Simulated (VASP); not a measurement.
Write the native input for VASP 6.6.1 that does the following.

```yaml
Task: relaxation of cell and atoms
Functional: PBEsol
Potentials_or_basis: VASP PAW PBE potentials, release 64 (Sb, Pt)
Cutoff: 600 eV
k_mesh: 8 × 8 × 6
Occupations: fermi-dirac, width 0.1 eV
Spin: no spin polarisation
Dipole_correction: no
Further_INCAR_settings: ALGO = Normal; EDIFF = 1e-06; IBRION = 2; EDIFFG = -0.002; NSW = 100; ISIF = 3
```

The structure of SbPt lies in POSCAR:

```
SbPt
1.0
    4.1200000000      0.0000000000      0.0000000000
   -2.0600000000      3.5680246636      0.0000000000
    0.0000000000      0.0000000000      5.4700000000
Sb Pt
2 2
Direct
    0.3333333333      0.6666666667      0.2500000000
    0.6666666667      0.3333333333      0.7500000000
    0.0000000000      0.0000000000      0.0000000000
    0.0000000000      0.0000000000      0.5000000000
```

These files were run (other wordings do the same):

INCAR

```
SYSTEM = SbPt
PREC     = Accurate       ! precision mode
ENCUT    = 600            ! plane-wave cutoff, eV
EDIFF    = 1E-6           ! SCF threshold, eV
ISMEAR   = -1             ! smearing method
SIGMA    = 0.1            ! smearing width, eV
LREAL    = .FALSE.        ! projectors in reciprocal space
LASPH    = .TRUE.         ! aspherical terms in the spheres
NELM     = 80             ! most SCF steps
ALGO     = Normal         ! electronic algorithm
ISIF     = 3              ! what is computed and relaxed
LWAVE    = .FALSE.        ! write WAVECAR
LCHARG   = .FALSE.        ! write CHGCAR
GGA      = PS             ! functional
IBRION   = 2              ! ionic algorithm
NSW      = 100            ! ionic steps
EDIFFG   = -0.002         ! ionic threshold
```

KPOINTS

```
Automatic mesh
0
G
  8 8 6
  0 0 0
```

Potentials or basis: VASP PAW PBE potentials, release 64 (Sb, Pt).

Launch:

```bash
$ cat potpaw_PBE.64/Sb/POTCAR potpaw_PBE.64/Pt/POTCAR > POTCAR
$ mpirun -np 1 vasp_std > vasp.out
```

Results of the run:

```json
{
 "Relaxed volume": "20.59 Å³/atom",
 "Relaxed cell": "a = 4.167 Å, b = 4.167 Å, c = 5.477 Å, α = 90.00°, β = 90.00°, γ = 120.00°",
 "Space group after relaxing (to 0.1 Å)": "P6_3/mmc (No. 194)",
 "Energy gained by relaxing": "5.6 meV/atom",
 "Ionic steps": "9",
 "Pressure after relaxing": "0.0 GPa",
 "Band gap on the k mesh": "zero (bands 15 and 16 overlap by 3.78 eV)"
}
```

Caveat: the PAW data sets were made with another functional, which shifts forces and pressure a little; spin-orbit coupling is left out, which moves the levels of the heavy elements.

It took 4.1 min on 1 thread of Intel(R) Xeon(R) Platinum 8488C (Sapphire Rapids) (shared host), peak memory 0.28 GiB.
